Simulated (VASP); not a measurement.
Crystal: B.

```xyz
2
Lattice="2.1006 0.0000 0.0000 -1.0503 1.8192 0.0000 0.0000 0.0000 3.4303" Properties=species:S:1:pos:R:3 pbc="T T T"
B     0.0000    1.2128    0.8576
B     1.0503    0.6064    2.5727
```

This isn't the form of B at room conditions, which is rhombohedral.

| Property | Result |
| --- | --- |
| Program | VASP 6.6.1 |
| Task | relaxation of cell and atoms |
| Functional | revPBE |
| Potentials or basis | VASP PAW PBE potentials, release 64 (B) |
| Cutoff | 600 eV |
| k mesh | 17 × 17 × 9 |
| Occupations | fermi-dirac, width 0.1 eV |
| Spin | no spin polarisation |

At the start: pressure -16.9 GPa; volume 6.55 Å³/atom.

Q: Where does the relaxation end?

A: Over 26 steps the energy falls by 736.5 meV/atom and the volume is 7.95 Å³/atom (+21.2 %); space group P6_3/mmc (No. 194, to 0.1 Å) before and after.

The path:
```csv
step,energy change (eV),largest force (eV/Å),pressure (GPa),volume (Å³)
1,0.0000,0.0000,-16.87,13.11
2,-0.0940,0.0000,5.03,11.84
3,-0.0940,0.0000,4.75,11.85
4,-0.1493,0.0000,5.95,11.86
5,-0.3601,0.0000,14.75,11.80
6,-0.4901,0.0000,52.93,11.35
7,-0.4504,0.0000,63.35,11.21
8,-0.3594,0.0000,91.72,10.89
9,-0.3617,0.0000,92.10,10.90
10,-0.3679,0.0000,93.18,10.91
11,-0.3776,0.0000,95.42,10.94
12,-0.3833,0.0000,100.19,10.99
13,-0.3987,0.0000,99.21,11.02
14,-0.4439,0.0000,96.31,11.10
15,-0.5309,0.0000,90.71,11.27
16,-0.6903,0.0000,80.31,11.60
17,-0.9554,0.0000,61.77,12.29
18,-1.2962,0.0000,32.77,13.72
19,-1.4370,0.0000,-2.15,16.82
20,-1.4548,0.0000,4.82,16.00
21,-1.4547,0.0000,5.99,15.87
22,-1.4631,0.0000,4.47,15.87
23,-1.4729,0.0000,0.41,15.85
24,-1.4729,0.0000,0.53,15.85
25,-1.4730,0.0000,0.40,15.86
26,-1.4730,0.0000,0.10,15.89
```

Final structure:
```
B
1.0
     1.72139    0.00000    0.00000
    -0.86070    1.49077    0.00000
     0.00000    0.00000    6.19319
B
2
Direct
  0.33333 0.66667 0.25000
  0.66667 0.33333 0.75000
```

Caveat: the volume moved by over 15 % at a fixed basis, so the end points are rough; the PAW data sets were made with another functional, which shifts forces and pressure a little.
